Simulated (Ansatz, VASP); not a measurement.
## KF in VASP and in Ansatz

```
CELL_PARAMETERS angstrom
4.67472 0.00000 0.00000
-2.33736 4.04842 0.00000
0.00000 0.00000 5.20138
ATOMIC_POSITIONS crystal
K 0.33333 0.66667 0.93750
K 0.66667 0.33333 0.43750
F 0.33333 0.66667 0.43750
F 0.66667 0.33333 0.93750
```

Change from the starting cell: epitaxial_xy strain +4.2%.

Alike in both runs: task single point; functional r2SCAN; k mesh 6 × 6 × 6; no spin polarisation.

```csv
,VASP,Ansatz
version,VASP 6.6.1,Ansatz 0.2.0
potentials or method,"VASP PAW PBE potentials, release 64 (K_sv, F)","plane waves, PAW"
plane-wave cutoff (eV),520,500
occupations,"gaussian, width 0.01 eV",fixed
valence electrons in the cell,32,32
```

|  | VASP | Ansatz | Ansatz less VASP |
| --- | --- | --- | --- |
| gap on the k mesh at the Fermi level (eV) | 5.70 | 5.71 | +0.006 |
| pressure (GPa) | -1.3 | -1.3 | +0.05 |
| traceless stress, the component that is largest in VASP (GPa) | 1.32 | 1.27 | -0.054 |

VASP's potentials were made for PBE, not for r2SCAN.
